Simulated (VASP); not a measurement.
A run of VASP 6.6.1 is set up as follows.

File INCAR:

```
SYSTEM = CaSe
PREC     = Accurate       ! precision mode
ENCUT    = 520            ! plane-wave cutoff, eV
EDIFF    = 1E-7           ! SCF threshold, eV
ISMEAR   = 0              ! smearing method
SIGMA    = 0.01           ! smearing width, eV
LREAL    = .False.        ! projectors in reciprocal space
LASPH    = .True.         ! aspherical terms in the spheres
NELM     = 60             ! most SCF steps
ALGO     = Normal         ! electronic algorithm
ISIF     = 2              ! what is computed and relaxed
LWAVE    = .False.        ! write WAVECAR
LCHARG   = .False.        ! write CHGCAR
GGA      = PE             ! functional
NBANDS   = 15             ! bands
```

Contents of KPOINTS:

```
Automatic mesh
0
Gamma
  4 4 4
  0 0 0
```

Contents of POSCAR:

```
CaSe
1.0
    0.0000000000      2.7801136462      2.7801136462
    2.7801136462      0.0000000000      2.7801136462
    2.7801136462      2.7801136462      0.0000000000
Ca Se
1 1
Direct
    0.0000000000      0.0000000000      0.0000000000
    0.5000000000      0.5000000000      0.5000000000
```

Potentials or basis: VASP PAW PBE potentials, release 64 (Ca_sv, Se).

Command:

```bash
$ cat potpaw_PBE.64/Ca_sv/POTCAR potpaw_PBE.64/Se/POTCAR > POTCAR
$ mpirun -np 1 vasp_std > vasp.out
```

(1) Predict the band gap on the k mesh.

(2) Estimate the pressure.

Answers

(1) 1.44 eV, indirect (least direct gap 2.55 eV).

(2) 15.8 GPa.

Caveat: the k points lie up to 0.49 Å⁻¹ apart.
